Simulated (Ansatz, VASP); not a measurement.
Sr in VASP and in Ansatz

INCAR

```
SYSTEM = Sr
PREC     = Accurate       ! precision mode
ENCUT    = 520            ! plane-wave cutoff, eV
EDIFF    = 1E-6           ! SCF threshold, eV
ISMEAR   = -1             ! smearing method
SIGMA    = 0.05           ! smearing width, eV
LREAL    = .False.        ! projectors in reciprocal space
LASPH    = .True.         ! aspherical terms in the spheres
NELM     = 60             ! most SCF steps
ALGO     = Normal         ! electronic algorithm
ISIF     = 2              ! what is computed and relaxed
LWAVE    = .False.        ! write WAVECAR
LCHARG   = .False.        ! write CHGCAR
LDIPOL   = .True.       
IDIPOL   = 3            
DIPOL    = 0.5 0.5 0.500
GGA      = PE             ! functional
NBANDS   = 22             ! bands
```

KPOINTS

```
Automatic mesh
0
Gamma
  9 9 1
  0 0 0
```

POSCAR

```
Sr
1.0
    4.2697043870      0.0000000000      0.0000000000
   -2.1348521935      3.6976724658      0.0000000000
    0.0000000000      0.0000000000     26.9724000000
Sr
3
Direct
    0.1666666665      0.3333333335      0.3707493946
    0.5000000005      0.9999999995      0.4999999996
    0.8333333335      0.6666666665      0.6292506054
```

Input for Ansatz:

```yaml
crystal:
  lattice:
    - [4.269704387, 0.0, 0.0]
    - [-2.1348521935, 3.6976724658, 0.0]
    - [0.0, 0.0, 26.9724]
  atoms:
    - { symbol: Sr, position: [0.1666666665, 0.3333333335, 0.3707493946] }
    - { symbol: Sr, position: [0.5000000005, 0.9999999995, 0.4999999996] }
    - { symbol: Sr, position: [0.8333333335, 0.6666666665, 0.6292506054] }
kpoints:
  mp_grid: { grid: [9, 9, 1] }
scf:
  occupations: { method: fermi_dirac, width: 0.05 }
hamiltonian:
  xc: pbe
  pseudopotentials: { kind: all_electron, lapw: { basis_error: 0.001 } }
output:
  forces: true
  stress: true
  eigenvalues: true
  populations: true
  dos: { projected: true, de: 0.2, e_range: [-14, 8] }
efield:
  axis: 3
  amplitude: 0
  dipole_correction: true
```

Alike in both runs: task single point; functional PBE; k mesh 9 × 9 × 1; occupations fermi-dirac, width 0.05 eV; no spin polarisation.

```csv
,VASP,Ansatz
version,VASP 6.6.1,Ansatz 0.2.0
potentials or method,"VASP PAW PBE potentials, release 64 (Sr_sv), cutoff 520 eV","all-electron LAPW, scalar-relativistic"
```

```csv
,VASP,Ansatz,Ansatz less VASP
rms of the force components (eV/Å),0.037,0.037,+0.0005
```

Atom by atom the forces differ by 0.001 eV/Å (rms over components). Ansatz ran all-electron here, and VASP with PAW potentials.
